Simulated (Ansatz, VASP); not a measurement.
**Two plane-wave programs on Si3C2**

```
Si C
1.0
     2.90857    0.00000    0.00000
    -1.45428    2.51889    0.00000
     0.00000    0.00000   14.44873
Si C
6 4
Direct
  0.33333 0.66667 0.41607
  0.33333 0.66667 0.58393
  0.66667 0.33333 0.91468
  0.66667 0.33333 0.08532
  0.66667 0.33333 0.25964
  0.66667 0.33333 0.74036
  0.33333 0.66667 0.80137
  0.33333 0.66667 0.00000
  0.33333 0.66667 0.19863
  0.66667 0.33333 0.50000
```

Alike in both runs: functional PBE; k mesh 6 × 6 × 2; occupations gaussian, width 0.1 eV; no spin polarisation.

Ansatz relaxed the structure, and its values are those at the end. VASP's run is a single point on that final structure, the one shown.

```csv
,VASP,Ansatz
version,VASP 6.6.1,Ansatz 0.2.0
potentials or method,"VASP PAW PBE potentials, release 64 (Si, C), cutoff 520 eV","scalar-relativistic, plane waves, PAW"
valence electrons in the cell,40,40
```

```csv
,VASP,Ansatz,Ansatz less VASP
gap on the k mesh at the Fermi level (eV),none,none,-
pressure (GPa),0.1,0.0,-0.04
rms of the force components (eV/Å),0.010,0.003,-0.0064
```

A gap of «none» marks a metal or a gap that the smearing closes. The functional is the same, so the differences come from potentials, cutoffs and numerics.

The k mesh is coarse, so the values compare programs but aren't converged.
